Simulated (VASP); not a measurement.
# Mg2Sn (Fm-3m) in VASP: settings compared

The runs below take Mg2Sn through relaxation of cell and atoms, with PBEsol, LDA.

All numbers are computed with VASP 6.6.1; they aren't measurements. Logs are shortened: lines on timing, memory, paths and dates and some standing lists are left out, and cuts for length are marked.

### 1 The cell of the first run

The structure is cubic, space group Fm-3m (No. 225). Conventional cell: a = 6.815 Å, b = 6.815 Å, c = 6.815 Å, α = 90.00°, β = 90.00°, γ = 90.00°. Sn (site symmetry m-3m) has 8 Mg at 2.95 Å within 3.9 Å. Mg (site symmetry -43m) has 4 Sn at 2.95 Å and 6 Mg at 3.41 Å within 3.9 Å.

### 2 Relaxation of cell and atoms, PBEsol

Input file INCAR:

```
PREC = Accurate
ENCUT = 600
EDIFF = 1E-7
ISMEAR = -1
SIGMA = 0.02
LREAL = F
LASPH = T
NELM = 120
ALGO = Normal
ISIF = 3
LWAVE = F
LCHARG = F
GGA = PS
IBRION = 2
NSW = 80
EDIFFG = -0.005
GGA_COMPAT = F
NELMIN = 4
```

Input file KPOINTS:

```
Automatic mesh
0
Gamma
  6 6 6
```

Input file POSCAR:

```
Mg2Sn
1.0
    0.0000000000      3.4073116578      3.4073116578
    3.4073116578      0.0000000000      3.4073116578
    3.4073116578      3.4073116578      0.0000000000
Sn Mg
1 2
Direct
    0.0000000000      0.0000000000      0.0000000000
    0.2500000000      0.2500000000      0.2500000000
    0.7500000000      0.7500000000      0.7500000000
```

Potentials or basis: VASP PAW PBE potentials, release 64 (Sn_d, Mg).

Started as:

```sh
> cat potpaw_PBE.64/Sn_d/POTCAR potpaw_PBE.64/Mg/POTCAR > POTCAR
> mpirun -np 1 vasp_std > vasp.out
```

OUTCAR:

```text
PREC = Accurate
   ENCUT = 600
   EDIFF = 1E-7
   ISMEAR = -1
   LREAL = F
   LASPH = T
   NELM = 120
   ISIF = 3
   GGA = PS
   IBRION = 2
   NSW = 80
   EDIFFG = -0.005
   NELMIN = 4

 ion  position               nearest neighbor table
   1  0.000  0.000  0.000-   3 2.95   3 2.95   3 2.95   2 2.95   3 2.95   2 2.95   2 2.95   2 2.95

   2  0.250  0.250  0.250-   1 2.95   1 2.95   1 2.95   1 2.95   3 3.41   3 3.41   3 3.41   3 3.41
                             3 3.41   3 3.41
   3  0.750  0.750  0.750-   1 2.95   1 2.95   1 2.95   1 2.95   2 3.41   2 3.41   2 3.41   2 3.41
                             2 3.41   2 3.41

  LATTYP: Found a face centered cubic cell.
 ALAT       =     6.8146233156

  Lattice vectors:

 A1 = (   0.0000000000,   3.4073116578,   3.4073116578)
 A2 = (   3.4073116578,   0.0000000000,   3.4073116578)
 A3 = (   3.4073116578,   3.4073116578,   0.0000000000)

Analysis of symmetry for initial positions (statically):
=====================================================================
 Subroutine PRICEL returns:
 Original cell was already a primitive cell.

 Routine SETGRP: Setting up the symmetry group for a
 face centered cubic supercell.

 Subroutine GETGRP returns: Found 48 space group operations
 (whereof 48 operations were pure point group operations)
 out of a pool of 48 trial point group operations.

The static configuration has the point symmetry O_h .

Analysis of symmetry for dynamics (positions and initial velocities):
=====================================================================
 Subroutine PRICEL returns:
 Original cell was already a primitive cell.

 Routine SETGRP: Setting up the symmetry group for a
 face centered cubic supercell.

 Subroutine GETGRP returns: Found 48 space group operations
 (whereof 48 operations were pure point group operations)
 out of a pool of 48 trial point group operations.

The dynamic configuration has the point symmetry O_h .

 Subroutine INISYM returns: Found 48 space group operations
 (whereof 48 operations are pure point group operations),
 and found     1 'primitive' translations

----------------------------------------------------------------------------------------

                                     Primitive cell

  volume of cell :      79.1162

  direct lattice vectors                    reciprocal lattice vectors
     0.000000000  3.407311658  3.407311658    -0.146743254  0.146743254  0.146743254
     3.407311658  0.000000000  3.407311658     0.146743254 -0.146743254  0.146743254
     3.407311658  3.407311658  0.000000000     0.146743254  0.146743254 -0.146743254

  length of vectors
     4.818666358  4.818666358  4.818666358     0.254166772  0.254166772  0.254166772

  position of ions in fractional coordinates (direct lattice)
     0.000000000  0.000000000  0.000000000
     0.250000000  0.250000000  0.250000000
     0.750000000  0.750000000  0.750000000

  ion indices of the primitive-cell ions
   primitive index   ion index
                 1           1
                 2           2
                 3           3

----------------------------------------------------------------------------------------

 KPOINTS: Automatic mesh

Automatic generation of k-mesh.
 Grid dimensions read from file:
 generate k-points for:    6    6    6

 Generating k-lattice:

  Cartesian coordinates                     Fractional coordinates (reciprocal lattice)
    -0.024457209  0.024457209  0.024457209     0.166666667  0.000000000  0.000000000
     0.024457209 -0.024457209  0.024457209     0.000000000  0.166666667  0.000000000
     0.024457209  0.024457209 -0.024457209     0.000000000  0.000000000  0.166666667

  Length of vectors
     0.042361129  0.042361129  0.042361129

[... 59 lines left out ...]
   ISMEAR =    -1;   SIGMA  =   0.02  broadening in eV -4-tet -1-fermi 0-gaus
   EFERMI_NEDOS =   21; number of points for ismear=-14 and -15
   IALGO  =     38    algorithm
   IMIX   =      4    mixing-type and parameters
     AMIX     =   0.40;   BMIX     =  1.00
     AMIX_MAG =   1.60;   BMIX_MAG =  1.00
  volume/ion in A,a.u.               =      26.37       177.97
  Fermi-wavevector in a.u.,A,eV,Ry     =   0.999410  1.888612 13.589783  0.998821
  Thomas-Fermi vector in A             =   2.131699
   LORBIT       =      0    0 simple, 1 ext, 2 COOP (PROOUT), +10 PAW based schemes
   GGA     = PS    functional components
   LHFCALC =     F    Hartree Fock is set to
   AEXX    =    0.0000 exact exchange contribution
   IVDW    =     0    specifies the selected vdW correction
   LEPSILON=     F    determine dielectric tensor
   LRPA    =     F    only Hartree local field effects (RPA)
 conjugate gradient relaxation of ions
 non-spin polarized calculation
  energy-cutoff  :      600.00
  volume of cell :       79.12
 maximum number of plane-waves:      2685
 NGX is ok and might be reduce to    40
   NGX = 19   NGY = 19   NGZ = 19

--------------------------------------- Ionic step        1  -------------------------------------------

 number of electron      18.0000004 magnetization

 Free energy of the ion-electron system (eV)
  ---------------------------------------------------
  ext. energy  EPLUGINS =         0.00000000
  ---------------------------------------------------
  free energy    TOTEN  =        -8.29572206 eV

  energy without entropy =       -8.29563438  energy(sigma->0) =       -8.29567822

------------------------ aborting loop because EDIFF is reached ----------------------------------------

  FORCE on cell =-STRESS in cart. coord.  units (eV):
  Direction    XX          YY          ZZ          XY          YZ          ZX
  --------------------------------------------------------------------------------------
  -------------------------------------------------------------------------------------
  Total       -0.6687660     -0.6687660     -0.6687660      0.0000000     -0.0000000      0.0000000
  in kB      -13.5431337    -13.5431337    -13.5431337      0.0000000     -0.0000000      0.0000000
  external PRESSURE =     -13.5431337 kB  Pullay stress =       0.0000000 kB

 VOLUME and BASIS-vectors are now :
 -----------------------------------------------------------------------------
  energy-cutoff  :      600.00
  volume of cell :       79.12
      direct lattice vectors                 reciprocal lattice vectors
     0.000000000  3.407311658  3.407311658    -0.146743254  0.146743254  0.146743254
     3.407311658  0.000000000  3.407311658     0.146743254 -0.146743254  0.146743254
     3.407311658  3.407311658  0.000000000     0.146743254  0.146743254 -0.146743254

 POSITION                                       TOTAL-FORCE (eV/Angst)
 -----------------------------------------------------------------------------------
      0.00000      0.00000      0.00000         0.000000     -0.000000      0.000000
      1.70366      1.70366      1.70366        -0.000000     -0.000000     -0.000000
      5.11097      5.11097      5.11097         0.000000      0.000000     -0.000000
 -----------------------------------------------------------------------------------
    total drift:                               -0.000000      0.000000     -0.000000

  FREE ENERGIE OF THE ION-ELECTRON SYSTEM (eV)
  ---------------------------------------------------
  free  energy   TOTEN  =        -8.2957220572 eV

  energy  without entropy=       -8.2956343765  energy(sigma->0) =       -8.29567822

--------------------------------------- Ionic step        2  -------------------------------------------

 number of electron      18.0000001 magnetization

 Free energy of the ion-electron system (eV)
  ---------------------------------------------------
  ext. energy  EPLUGINS =         0.00000000
  ---------------------------------------------------
  free energy    TOTEN  =        -8.30673303 eV

  energy without entropy =       -8.30650173  energy(sigma->0) =       -8.30661738

 E-fermi :   4.1900     XC(G=0):  -8.8902

 val. band max:        4.1322224497   @ k =   0.5000   0.5000   0.0000
 cond. band min:       4.2478939426   @ k =   0.0000   0.0000   0.0000
 fundamental gap:      0.1156714928
 Fermi energy:         4.1899744257

 k-point     1 :       0.0000    0.0000    0.0000
  band No.  band energies     occupation
      1     -16.6348      2.00000
      2     -16.6348      2.00000
      3     -16.6348      2.00000
      4     -16.5948      2.00000
      5     -16.5948      2.00000
      6      -4.9119      2.00000
      7       4.2479      0.10471
      8       4.2479      0.10471
      9       4.2479      0.10470
     10       5.6528      0.00000
     11       6.4231      0.00000
     12       6.4231      0.00000
     13       6.4231      0.00000
[... 226 lines left out ...]
  band No.  band energies     occupation
      1     -16.6357      2.00000
      2     -16.6304      2.00000
      3     -16.6277      2.00000
      4     -16.5962      2.00000
      5     -16.5924      2.00000
      6      -3.1033      2.00000
      7       0.0026      2.00000
      8       1.0509      2.00000
      9       1.6346      2.00000
     10       5.8017      0.00000
     11       5.8573      0.00000
     12       8.7808      0.00000
     13       8.8168      0.00000

------------------------ aborting loop because EDIFF is reached ----------------------------------------

  FORCE on cell =-STRESS in cart. coord.  units (eV):
  Direction    XX          YY          ZZ          XY          YZ          ZX
  --------------------------------------------------------------------------------------
  -------------------------------------------------------------------------------------
  Total        0.0005102      0.0005102      0.0005102      0.0000000      0.0000000      0.0000000
  in kB        0.0106723      0.0106723      0.0106723      0.0000000      0.0000000      0.0000000
  external PRESSURE =       0.0106723 kB  Pullay stress =       0.0000000 kB

 VOLUME and BASIS-vectors are now :
 -----------------------------------------------------------------------------
  energy-cutoff  :      600.00
  volume of cell :       76.59
      direct lattice vectors                 reciprocal lattice vectors
    -0.000000000  3.370668242  3.370668242    -0.148338538  0.148338538  0.148338538
     3.370668242 -0.000000000  3.370668242     0.148338538 -0.148338538  0.148338538
     3.370668242  3.370668242  0.000000000     0.148338538  0.148338538 -0.148338538

 POSITION                                       TOTAL-FORCE (eV/Angst)
 -----------------------------------------------------------------------------------
      3.37067      6.74134      3.37067         0.000000     -0.000000      0.000000
      1.68533      1.68533      1.68533        -0.000000     -0.000000     -0.000000
      5.05600      5.05600      5.05600         0.000000      0.000000      0.000000
 -----------------------------------------------------------------------------------
    total drift:                               -0.000000     -0.000000     -0.000000

  FREE ENERGIE OF THE ION-ELECTRON SYSTEM (eV)
  ---------------------------------------------------
  free  energy   TOTEN  =        -8.3067330274 eV

  energy  without entropy=       -8.3065017291  energy(sigma->0) =       -8.30661738

 reached required accuracy - stopping structural energy minimisation
```

Wall time 27 s (1 thread of Intel Xeon 6975P-C (Granite Rapids), shared host); peak memory 0.25 GiB.

Results:

| Item | Value |
| --- | --- |
| Free energy | -8.3067 eV |
| Relaxed volume | 25.53 Å³/atom |
| Relaxed cell | a = 4.767 Å, b = 4.767 Å, c = 4.767 Å, α = 60.00°, β = 60.00°, γ = 60.00° |
| Space group after relaxing (to 0.05 Å) | Fm-3m (No. 225) |
| Energy gained by relaxing | 3.7 meV/atom |
| Ionic steps | 2 |
| Pressure after relaxing | 0.0 GPa |
| Band gap on the k mesh | zero (band 9 reaches 4.25 eV, above the bottom of band 10 at 4.13 eV) |

The path:
```
step  energy change (eV)  largest force (eV/Å)  pressure (GPa)  volume (Å³)
   1              0.0000                0.0000           -1.35        79.12
   2             -0.0110                0.0000            0.00        76.59
```

Final structure:
```
Sn Mg
1.0
     0.00000    3.37067    3.37067
     3.37067    0.00000    3.37067
     3.37067    3.37067    0.00000
Sn Mg
1 2
Cartesian
  3.3707 6.7413 3.3707
  1.6853 1.6853 1.6853
  5.0560 5.0560 5.0560
```

Caveat: the PAW data sets were made with another functional, which shifts forces and pressure a little; spin-orbit coupling is left out, which moves the levels of the heavy elements.

### 3 Relaxation of cell and atoms, LDA

Input file INCAR:

```
PREC = Accurate
ENCUT = 600
EDIFF = 1E-7
ISMEAR = -1
SIGMA = 0.02
LREAL = False
LASPH = True
NELM = 120
ALGO = Normal
ISIF = 3
LWAVE = False
LCHARG = False
IBRION = 2
NSW = 80
EDIFFG = -0.005
GGA_COMPAT = False
NELMIN = 4
```

KPOINTS is that of step 2.

POSCAR is that of step 2.

Potentials or basis: VASP PAW LDA potentials, release 64 (Sn_d, Mg).

Started as:

```sh
> cat potpaw_LDA.64/Sn_d/POTCAR potpaw_LDA.64/Mg/POTCAR > POTCAR
> mpirun -np 1 vasp_std > vasp.out
```

Run time: 21 s. Hardware: 1 thread of Intel Xeon 6975P-C (Granite Rapids), shared host; peak memory 0.2 GiB.

The run converged. Its results:

* Free energy: -8.9111 eV
* Relaxed volume: 24.52 Å³/atom
* Relaxed cell: a = 4.703 Å, b = 4.703 Å, c = 4.703 Å, α = 60.00°, β = 60.00°, γ = 60.00°
* Space group after relaxing (to 0.05 Å): Fm-3m (No. 225)
* Energy gained by relaxing: 18.6 meV/atom
* Ionic steps: 2
* Pressure after relaxing: 0.0 GPa
* Band gap on the k mesh: zero (band 9 reaches 4.43 eV, above the bottom of band 10 at 4.32 eV)

Step by step:
```
step  energy change (eV)  largest force (eV/Å)  pressure (GPa)  volume (Å³)
   1              0.0000                0.0000           -3.02        79.12
   2             -0.0557                0.0000            0.00        73.56
```

Final structure:
```xyz
3
Lattice="0.0000 3.3257 3.3257 3.3257 0.0000 3.3257 3.3257 3.3257 0.0000" Properties=species:S:1:pos:R:3 pbc="T T T"
Sn    0.0000    0.0000    0.0000
Mg    1.6628    1.6628    1.6628
Mg    4.9885    4.9885    4.9885
```

Levels at points of the mesh, in eV from the Fermi level:
```
           k point  band 7  band 8  band 9  band 10  band 11  band 12
(0.00, 0.00, 0.00)    0.06    0.06    0.06     1.64     2.29     2.29
(0.50, 0.00, 0.00)   -4.92   -0.80   -0.80     0.83     2.33     2.33
(0.50, 0.50, 0.00)   -4.68   -2.12   -2.12    -0.06     0.17     7.46
```

Caveat: spin-orbit coupling is left out, which moves the levels of the heavy elements.
